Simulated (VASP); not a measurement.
Here is a VASP 6.6.1 calculation.

The input INCAR:

```
  PREC = Accurate
  ENCUT = 520
  EDIFF = 1E-6
  ISMEAR = 0
  SIGMA = 0.01
  LREAL = False
  LASPH = True
  NELM = 100
  ALGO = Normal
  ISIF = 2
  LWAVE = False
  LCHARG = True
  GGA = PS
  LELF = True
  LVHAR = True
  NBANDS = 11
```

The input KPOINTS:

```
Automatic mesh
0
Gamma
  10 10 10
```

The input POSCAR:

```
C
1.0
    0.0000000000      1.7679841394      1.7679841394
    1.7679841394      0.0000000000      1.7679841394
    1.7679841394      1.7679841394      0.0000000000
C
2
Direct
    0.5000000000      0.5000000000      0.5000000000
    0.7500000000      0.7500000000      0.7500000000
```

Potentials or basis: VASP PAW PBE potentials, release 64 (C).

The run is started by

```sh
$ cat potpaw_PBE.64/C/POTCAR > POTCAR
$ mpirun -np 1 vasp_std > vasp.out
```

Question: Predict the pressure.

Answer: 8.2 GPa.

Question: What does it give for the band gap on the k mesh?

Answer: 4.09 eV, indirect (least direct gap 5.61 eV).

Caveat: the PAW data sets were made with another functional, which shifts forces and pressure a little. PBEsol gaps usually lie below the measured ones, often by a third to a half.
